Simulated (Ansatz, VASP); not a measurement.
Hf2Pd2Se2Br2O3: VASP beside Ansatz

INCAR

```
SYSTEM = Hf2Pd2Se2Br2O3
PREC     = Accurate       ! precision mode
ENCUT    = 600            ! plane-wave cutoff, eV
EDIFF    = 1E-7           ! SCF threshold, eV
ISMEAR   = -1             ! smearing method
SIGMA    = 0.05           ! smearing width, eV
LREAL    = .False.        ! projectors in reciprocal space
LASPH    = .True.         ! aspherical terms in the spheres
NELM     = 60             ! most SCF steps
ALGO     = Normal         ! electronic algorithm
ISIF     = 3              ! what is computed and relaxed
LWAVE    = .False.        ! write WAVECAR
LCHARG   = .False.        ! write CHGCAR
GGA      = PE             ! functional
IVDW     = 13             ! dispersion correction
IBRION   = 2              ! ionic algorithm
NSW      = 60             ! ionic steps
EDIFFG   = -0.01          ! ionic threshold
```

File KPOINTS:

```
regular mesh
0
Gamma
  4 4 3
  0 0 0
```

The input POSCAR:

```
Hf2Pd2Se2Br2O3
1.0
    5.7589900000      0.0000000000      0.0000000000
   -2.8794900000      4.9874300000      0.0000000000
    0.0000000000      0.0000000000      8.5254700000
Hf Pd Se Br O
2 2 2 2 3
Direct
    0.3333300000      0.6666700000      0.5420100000
    0.6666700000      0.3333300000      0.5420100000
    0.3333300000      0.6666700000      0.1288000000
    0.6666700000      0.3333300000      0.1288000000
    0.3333300000      0.6666700000      0.8557200000
    0.6666700000      0.3333300000      0.8557200000
    0.0000000000      0.0000000000      0.1389500000
    0.0000000000      0.0000000000      0.6538400000
    0.5000000000      0.0000000000      0.4296300000
    0.0000000000      0.5000000000      0.4296300000
    0.5000000000      0.5000000000      0.4296300000
```

input.yaml

```yaml
crystal:
  lattice:
    - [5.75899, 0.0, 0.0]
    - [-2.87949, 4.98743, 0.0]
    - [0.0, 0.0, 8.52547]
  atoms:
    - { symbol: Hf, position: [0.33333, 0.66667, 0.54201] }
    - { symbol: Hf, position: [0.66667, 0.33333, 0.54201] }
    - { symbol: Pd, position: [0.33333, 0.66667, 0.1288] }
    - { symbol: Pd, position: [0.66667, 0.33333, 0.1288] }
    - { symbol: Se, position: [0.33333, 0.66667, 0.85572] }
    - { symbol: Se, position: [0.66667, 0.33333, 0.85572] }
    - { symbol: Br, position: [0.0, 0.0, 0.13895] }
    - { symbol: Br, position: [0.0, 0.0, 0.65384] }
    - { symbol: O, position: [0.5, 0.0, 0.42963] }
    - { symbol: O, position: [0.0, 0.5, 0.42963] }
    - { symbol: O, position: [0.5, 0.5, 0.42963] }
hamiltonian:
  xc: pbe
  pseudopotentials: { kind: paw }
  dispersion: d4
kpoints:
  mp_grid: { grid: [4, 4, 3] }
scf:
  occupations: { method: fermi_dirac, width: 0.05 }
output:
  forces: true
  stress: true
  eigenvalues: true
  write_density: true
  write_potential: true
  elf: true
  volumetric_format: npy
relax:
  f_tol: 0.01
  max_steps: 40
  cell: { stress_tol: 0.05 }
```

Alike in both runs: task relaxation of cell and atoms; functional PBE; dispersion D4; k mesh 4 × 4 × 3; occupations fermi-dirac, width 0.05 eV; no spin polarisation.

|  | VASP | Ansatz |
| --- | --- | --- |
| version | VASP 6.6.1 | Ansatz 0.2.0 |
| potentials or method | VASP PAW PBE potentials, release 64 (Hf_pv, Pd, Se, Br, O) | Ansatz PAW |
| plane-wave cutoff (eV) | 600 | 420 |
| valence electrons in the cell | 84 | 152 |

Ansatz gave:

```
gap on the k mesh at the Fermi level, each at its own relaxed structure (eV)  : none
relaxed volume (Å³/atom)                                                      : 20.83
relaxed length of the cell vector where the two differ most in proportion (Å) : 8.268
```

Question: Estimate VASP's values.

Answer: gap on the k mesh at the Fermi level, each at its own relaxed structure (eV): none; relaxed volume (Å³/atom): 20.74; relaxed length of the cell vector where the two differ most in proportion (Å): 8.248.

A gap of «none» marks a metal or a gap that the smearing closes. VASP's potentials hold 84 valence electrons a cell and Ansatz's 152, so a difference there can come from the potentials and not from the codes.

Spin-orbit coupling is off throughout. Noted on Ansatz's run: the plane-wave basis is chosen anew once the cell has moved, so the energies of steps on either side of that aren't comparable.
